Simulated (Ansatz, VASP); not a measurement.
## Hf in VASP and in Ansatz

```
Hf
1.0
     0.00000    2.22000    2.22000
     2.22000    0.00000    2.22000
     2.22000    2.22000    0.00000
Hf
1
Direct
  0.00000 0.00000 0.00000
```

Alike in both runs: task single point; functional LDA; k mesh 8 × 8 × 8; occupations gaussian, width 0.1 eV; no spin polarisation.

|  | VASP | Ansatz |
| --- | --- | --- |
| version | VASP 6.6.1 | Ansatz 0.2.0 |
| potentials or method | VASP PAW LDA potentials, release 64 (Hf_pv), cutoff 500 eV | scalar-relativistic, plane waves, PAW |
| valence electrons in the cell | 10 | 26 |

```tsv
	VASP	Ansatz	Ansatz less VASP
gap on the k mesh at the Fermi level (eV)	none	none	-
pressure (GPa)	-6.0	-5.9	+0.09
```

LDA's correlation is that of Perdew and Zunger in VASP and of Perdew and Wang (1992) in Ansatz. A gap of «none» marks a metal or a gap that the smearing closes. VASP's potentials hold 10 valence electrons a cell and Ansatz's 26, so a difference there can come from the potentials and not from the codes.

Spin-orbit coupling is off throughout.
